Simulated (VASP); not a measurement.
Runs of VASP 6.6.1 on GaSi2Ir3. The structure is that of space group P6/mmm (No. 191), or close to it. The cells are those of the table. 

| task | level | cell | k mesh | cutoff (eV) | gap on the mesh (eV) | pressure (GPa) | relaxed volume (Å³/atom) |
| --- | --- | --- | --- | --- | --- | --- | --- |
| single point | revPBE+D3(BJ) | a = 5.417, b = 5.417, c = 3.679 Å, angles 90.0, 90.0, 60.0°, 6 atoms | 4 × 4 × 5 | 520 | none | 0.4 | - |
| relaxation of cell and atoms | revPBE+D3(BJ) | relaxed from a = 5.702, b = 5.702, c = 3.379 Å, angles 90.0, 90.0, 60.0°, 6 atoms | 4 × 4 × 5 | 600 | none | 0.0 | (a) |
| single point | PBEsol | a = 5.441, b = 5.441, c = 3.683 Å, angles 90.0, 90.0, 60.0°, 6 atoms | 6 × 6 × 8 | 520 | none | 0.8 | - |
| single point | PBEsol | a = 5.440, b = 5.440, c = 3.687 Å, angles 90.0, 90.0, 60.0°, 6 atoms | 4 × 4 × 5 | 520 | none | 0.8 | - |
| relaxation of cell and atoms | PBEsol | relaxed from a = 5.702, b = 5.702, c = 3.379 Å, angles 90.0, 90.0, 60.0°, 6 atoms | 4 × 4 × 5 | 600 | none | 0.0 | 15.81 |

Alike in all rows: potentials or basis VASP PAW PBE potentials, release 64 (Ir, Ga_d, Si); no spin polarisation; smearing fermi-dirac 0.1 eV.

**Question.** Fill in the values left out.

**Answer.** (a) 15.62.

Caveats: some runs use coarse meshes; the PAW data sets were made with another functional, which shifts forces and pressure a little; spin-orbit coupling is left out, which moves the levels of the heavy elements.

A k mesh can miss the band edges, and the runs leave out spin-orbit coupling on Ga, Ir.

A gap of «none» marks levels without a gap at the run's occupations.
